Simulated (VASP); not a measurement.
# GaN (P6_3mc) in VASP: relaxation of the atoms with r2SCAN

Aim: the relaxation of the atoms of GaN with r2SCAN.

Program: VASP 6.6.1. These are calculated values, not measurements. Logs are shortened: lines on timing, memory, paths and dates and some standing lists are left out, and cuts for length are marked.

## (1) The cell of the first run

The structure is hexagonal, space group P6_3mc (No. 186). The conventional cell has a = 3.183 Å, b = 3.183 Å, c = 5.184 Å, α = 90.00°, β = 90.00°, γ = 120.00°. Ga (site symmetry 3m) has 4 N at 1.95 Å within 2.6 Å. Within 2.6 Å of N (site symmetry 3m) lie 4 Ga at 1.95 Å.

## (2) Relaxation of the atoms, r2SCAN

POSCAR

```
GaN
1.0
    3.1832778900      0.0000000000      0.0000000000
   -1.5916389400      2.7567995200      0.0000000000
    0.0000000000      0.0000000000      5.1838782400
Ga N
2 2
Direct
    0.3333333300      0.6666666700     -0.0008901400
    0.6666666700      0.3333333300      0.4991098600
    0.3333333300      0.6666666700      0.3758901400
    0.6666666700      0.3333333300      0.8758901400
```

INCAR.step1

```
SYSTEM = GaN
  ALGO = Normal
  EDIFF = 1E-4
  ENCUT = 520
  GGA = PE
  ISMEAR = -1
  LASPH = .True.
  LCHARG = .False.
  LREAL = .False.
  LWAVE = .True.
  NELM = 60
  PREC = Accurate
  SIGMA = 0.02
```

INCAR.step2

```
SYSTEM = GaN
  ALGO = Normal
  EDIFF = 1E-6
  EDIFFG = -0.01
  ENCUT = 520
  IBRION = 2
  ISIF = 2
  ISMEAR = -1
  ISTART = 1
  LASPH = .True.
  LCHARG = .False.
  LMIXTAU = .True.
  LREAL = .False.
  LWAVE = .False.
  METAGGA = R2SCAN
  NELM = 60
  NSW = 50
  PREC = Accurate
  SIGMA = 0.02
```

KPOINTS

```
k-points
0
Gamma
  12 12 6
  0 0 0
```

Potentials or basis: VASP PAW PBE potentials, release 64 (Ga_d, N).

Run with:

```
> cat potpaw_PBE.64/Ga_d/POTCAR potpaw_PBE.64/N/POTCAR > POTCAR
> cp INCAR.step1 INCAR
> mpirun -np 1 vasp_std > vasp.out
> cp INCAR.step2 INCAR
> mpirun -np 1 vasp_std > vasp.out
```

OUTCAR:

```text
SYSTEM = GaN
   EDIFF = 1E-6
   EDIFFG = -0.01
   ENCUT = 520
   IBRION = 2
   ISIF = 2
   ISMEAR = -1
   ISTART = 1
   LASPH = .True.
   LREAL = .False.
   METAGGA = R2SCAN
   NELM = 60
   NSW = 50
   PREC = Accurate

 ion  position               nearest neighbor table
   1  0.333  0.667  0.999-   4 1.95   4 1.95   4 1.95   3 1.95
   2  0.667  0.333  0.499-   3 1.95   3 1.95   3 1.95   4 1.95
   3  0.333  0.667  0.376-   2 1.95   2 1.95   2 1.95   1 1.95
   4  0.667  0.333  0.876-   1 1.95   1 1.95   1 1.95   2 1.95

  LATTYP: Found a hexagonal cell.
 ALAT       =     3.1832778900
 C/A-ratio  =     1.6284717889

  Lattice vectors:

 A1 = (   3.1832778900,   0.0000000000,   0.0000000000)
 A2 = (  -1.5916389400,   2.7567995200,   0.0000000000)
 A3 = (   0.0000000000,   0.0000000000,   5.1838782400)

Analysis of symmetry for initial positions (statically):
=====================================================================
 Subroutine PRICEL returns:
 Original cell was already a primitive cell.

 Routine SETGRP: Setting up the symmetry group for a
 hexagonal supercell.

 Subroutine GETGRP returns: Found 12 space group operations
 (whereof  6 operations were pure point group operations)
 out of a pool of 24 trial point group operations.

The static configuration has the point symmetry C_3v.
 The point group associated with its full space group is C_6v.

Analysis of symmetry for dynamics (positions and initial velocities):
=====================================================================
 Subroutine PRICEL returns:
 Original cell was already a primitive cell.

 Routine SETGRP: Setting up the symmetry group for a
 hexagonal supercell.

 Subroutine GETGRP returns: Found 12 space group operations
 (whereof  6 operations were pure point group operations)
 out of a pool of 24 trial point group operations.

The dynamic configuration has the point symmetry C_3v.
 The point group associated with its full space group is C_6v.

 Subroutine INISYM returns: Found 12 space group operations
 (whereof  6 operations are pure point group operations),
 and found     1 'primitive' translations

----------------------------------------------------------------------------------------

                                     Primitive cell

  volume of cell :      45.4919

  direct lattice vectors                    reciprocal lattice vectors
     3.183277890  0.000000000  0.000000000     0.314141597  0.181369735  0.000000000
    -1.591638940  2.756799520  0.000000000     0.000000000  0.362739471  0.000000000
     0.000000000  0.000000000  5.183878240     0.000000000  0.000000000  0.192905765

  length of vectors
     3.183277890  3.183277887  5.183878240     0.362739471  0.362739471  0.192905765

  position of ions in fractional coordinates (direct lattice)
     0.333333330  0.666666670  0.999109860
     0.666666670  0.333333330  0.499109860
     0.333333330  0.666666670  0.375890140
     0.666666670  0.333333330  0.875890140

  ion indices of the primitive-cell ions
   primitive index   ion index
                 1           1
                 2           2
                 3           3
                 4           4

----------------------------------------------------------------------------------------

 KPOINTS: k-points

Automatic generation of k-mesh.
 Grid dimensions read from file:
 generate k-points for:   12   12    6

 Generating k-lattice:

  Cartesian coordinates                     Fractional coordinates (reciprocal lattice)
     0.026178466  0.015114145  0.000000000     0.083333333  0.000000000  0.000000000
     0.000000000  0.030228289  0.000000000     0.000000000  0.083333333  0.000000000
     0.000000000  0.000000000  0.032150961     0.000000000  0.000000000  0.166666667

  Length of vectors
     0.030228289  0.030228289  0.032150961

  Shift w.r.t. Gamma in fractional coordinates (k-lattice)
     0.000000000  0.000000000  0.000000000

 Subroutine IBZKPT returns following result:
 ===========================================

 Found     76 irreducible k-points:

 Following reciprocal coordinates:
            Coordinates               Weight
  0.000000  0.000000  0.000000      1.000000
  0.083333  0.000000  0.000000      6.000000
  0.166667  0.000000  0.000000      6.000000
  0.250000  0.000000  0.000000      6.000000
  0.333333 -0.000000  0.000000      6.000000
  0.416667  0.000000  0.000000      6.000000
[... 16 lines left out ...]
  0.250000  0.000000  0.166667     12.000000
  0.333333 -0.000000  0.166667     12.000000
 [... further k-points ...]
   k-points           NKPTS =     76   k-points in BZ     NKDIM =     76   number of bands    NBANDS=     22
   number of dos      NEDOS =    301   number of ions     NIONS =      4
   total plane-waves  NPLWV =  23040
   dimension x,y,z NGX =    24 NGY =   24 NGZ =   40
   dimension x,y,z NGXF=    48 NGYF=   48 NGZF=   80
   ions per type =               2   2
   NGX,Y,Z   is equivalent  to a cutoff of  12.53, 12.53, 12.83 a.u.
   NGXF,Y,Z  is equivalent  to a cutoff of  25.07, 25.07, 25.66 a.u.
 SYSTEM =  GaN
   PREC   = accura    normal or accurate (medium, high low for compatibility)
   ISTART =      1    job   : 0-new  1-cont  2-samecut
   ICHARG =      0    charge: 1-file 2-atom 10-const
   ISPIN  =      1    spin polarized calculation?
   LNONCOLLINEAR =      F non collinear calculations
   LSORBIT =      F    spin-orbit coupling
   LASPH  =      T    aspherical Exc in radial PAW
   ENCUT  =  520.0 eV  38.22 Ry    6.18 a.u.   5.92  5.92  9.64*2*pi/ulx,y,z
   NELM   =     60;   NELMIN=  2; NELMDL=  0     # of ELM steps
   EDIFF  = 0.1E-05   stopping-criterion for ELM
   LREAL  =      F    real-space projection
   EDIFFG = -.1E-01   stopping-criterion for IOM
   NSW    =     50    number of steps for IOM
   IBRION =      2    ionic relax: 0-MD 1-quasi-New 2-CG
   NFREE  =      1    steps in history (QN), initial steepest desc. (CG)
   ISIF   =      2    stress and relaxation
   ISYM   =      2    0-nonsym 1-usesym 2-fastsym
   POTIM  = 0.5000    time-step for ionic-motion
   TEBEG  =    0.0;   TEEND  =   0.0 temperature during run
   PSTRESS=    0.0 pullay stress
   NELECT =      36.0000    total number of electrons
   NUPDOWN=      -1.0000    fix difference up-down
   EMIN   =  10.00;   EMAX   =-10.00  energy-range for DOS
   EFERMI =   0.00;   METHOD = LEGACY
   ISMEAR =    -1;   SIGMA  =   0.02  broadening in eV -4-tet -1-fermi 0-gaus
   EFERMI_NEDOS =   21; number of points for ismear=-14 and -15
   IALGO  =     38    algorithm
   IMIX   =      4    mixing-type and parameters
     AMIX     =   0.40;   BMIX     =  1.00
     AMIX_MAG =   1.60;   BMIX_MAG =  1.00
  volume/ion in A,a.u.               =      11.37        76.75
  Fermi-wavevector in a.u.,A,eV,Ry     =   1.514250  2.861517 31.197507  2.292952
  Thomas-Fermi vector in A             =   2.623932
   LORBIT       =      0    0 simple, 1 ext, 2 COOP (PROOUT), +10 PAW based schemes
   METAGGA = R2SCAN    functional components
   LHFCALC =     F    Hartree Fock is set to
   AEXX    =    0.0000 exact exchange contribution
   IVDW    =     0    specifies the selected vdW correction
   LEPSILON=     F    determine dielectric tensor
   LRPA    =     F    only Hartree local field effects (RPA)
 conjugate gradient relaxation of ions
 non-spin polarized calculation
  energy-cutoff  :      520.00
  volume of cell :       45.49
 maximum number of plane-waves:      1248
 NGX is ok and might be reduce to    24
   NGX = 11   NGY = 11   NGZ = 19

 number of electron      35.9999992 magnetization

 Free energy of the ion-electron system (eV)
  ---------------------------------------------------
  ext. energy  EPLUGINS =         0.00000000
  ---------------------------------------------------
  free energy    TOTEN  =       -43.82093660 eV

  energy without entropy =      -43.82093660  energy(sigma->0) =      -43.82093660

 E-fermi :   5.5246     XC(G=0): -12.6628

 val. band max:        5.0998151084   @ k =   0.0000   0.0000   0.0000
 cond. band min:       7.4424479024   @ k =   0.0000   0.0000   0.0000
 fundamental gap:      2.3426327940
 Fermi energy:         5.5246408987

 k-point     1 :       0.0000    0.0000    0.0000
  band No.  band energies     occupation
      1     -11.7112      2.00000
      2     -10.7052      2.00000
      3      -8.7287      2.00000
      4      -8.7129      2.00000
      5      -8.7129      2.00000
      6      -8.6444      2.00000
[... 14 lines left out ...]
     21      15.0595      0.00000
     22      15.6885      0.00000

 k-point     2 :       0.0833    0.0000    0.0000
  band No.  band energies     occupation
      1     -11.6418      2.00000
      2     -10.6847      2.00000
      3      -8.7223      2.00000
      4      -8.7023      2.00000
      5      -8.6894      2.00000
      6      -8.6358      2.00000
[... 14 lines left out ...]
     21      14.8349      0.00000
     22      15.1931      0.00000

 k-point     3 :       0.1667    0.0000    0.0000
  band No.  band energies     occupation
      1     -11.4512      2.00000
      2     -10.6336      2.00000
      3      -8.6971      2.00000
      4      -8.6762      2.00000
      5      -8.6278      2.00000
      6      -8.5969      2.00000
[... 14 lines left out ...]
     21      13.8992      0.00000
     22      14.7132      0.00000
[... 476 lines left out ...]
 k-point    23 :       0.2500    0.0000    0.1667
  band No.  band energies     occupation
      1     -11.1336      2.00000
      2     -10.5953      2.00000
      3      -8.6684      2.00000
      4      -8.6421      2.00000
      5      -8.5886      2.00000
      6      -8.5456      2.00000
[... 14 lines left out ...]
     21      13.0221      0.00000
     22      14.1463      0.00000

 k-point    24 :       0.3333   -0.0000    0.1667
  band No.  band energies     occupation
      1     -10.9016      2.00000
      2     -10.5411      2.00000
      3      -8.6562      2.00000
      4      -8.6228      2.00000
      5      -8.5561      2.00000
      6      -8.4951      2.00000
[... 14 lines left out ...]
     21      12.7061      0.00000
     22      14.0560      0.00000

 [... further k-points ...]

------------------------ aborting loop because EDIFF is reached ----------------------------------------

  FORCE on cell =-STRESS in cart. coord.  units (eV):
  Direction    XX          YY          ZZ          XY          YZ          ZX
  --------------------------------------------------------------------------------------
  -------------------------------------------------------------------------------------
  Total        0.3146530      0.3146530      0.2788845      0.0000000      0.0000000      0.0000000
  in kB       11.0817407     11.0817407      9.8220121      0.0000000      0.0000000      0.0000000
  external PRESSURE =      10.6618312 kB  Pullay stress =       0.0000000 kB

 VOLUME and BASIS-vectors are now :
 -----------------------------------------------------------------------------
  energy-cutoff  :      520.00
  volume of cell :       45.49
      direct lattice vectors                 reciprocal lattice vectors
     3.183277890  0.000000000  0.000000000     0.314141597  0.181369735  0.000000000
    -1.591638940  2.756799520  0.000000000     0.000000000  0.362739471  0.000000000
     0.000000000  0.000000000  5.183878240     0.000000000  0.000000000  0.192905765

 POSITION                                       TOTAL-FORCE (eV/Angst)
 -----------------------------------------------------------------------------------
     -0.00000      1.83787      5.17926        -0.000000     -0.000000      0.005310
      1.59164      0.91893      2.58732         0.000000      0.000000      0.005310
     -0.00000      1.83787      1.94857         0.000000      0.000000     -0.005310
      1.59164      0.91893      4.54051         0.000000     -0.000000     -0.005310
 -----------------------------------------------------------------------------------
    total drift:                               -0.000008      0.000010      0.034420

  FREE ENERGIE OF THE ION-ELECTRON SYSTEM (eV)
  ---------------------------------------------------
  free  energy   TOTEN  =       -43.8209366017 eV

  energy  without entropy=      -43.8209366017  energy(sigma->0) =      -43.82093660

 reached required accuracy - stopping structural energy minimisation
```

Run time: 4.8 min. Hardware: 1 thread of Oxide Virtual Turin-like, shared host; peak memory 0.18 GiB.

What came out:

```
Free energy                  : -43.8209 eV
Pressure after relaxing      : 1.1 GPa
Largest force after relaxing : 0.005 eV/Å
Band gap on the k mesh       : 2.34 eV
```

Forces on the atoms (eV/Å):
```
Ga   0.000  0.000  0.005
Ga   0.000  0.000  0.005
N    0.000  0.000 -0.005
N    0.000  0.000 -0.005
```

Stress tensor (GPa, compression positive):
```
1.11 0.00 0.00
0.00 1.11 0.00
0.00 0.00 0.98
```

Final structure:
```xyz
4
Lattice="3.1833 0.0000 0.0000 -1.5916 2.7568 0.0000 0.0000 0.0000 5.1839" Properties=species:S:1:pos:R:3 pbc="T T T"
Ga    0.0000    1.8379    5.1793
Ga    1.5916    0.9189    2.5873
N     0.0000    1.8379    1.9486
N     1.5916    0.9189    4.5405
```

Caveat: the relaxation stopped at its first step, so nothing moved; the PAW data sets were made with another functional, which shifts forces and pressure a little. r2SCAN opens gaps a little over a GGA but as a rule still falls short of measured ones.
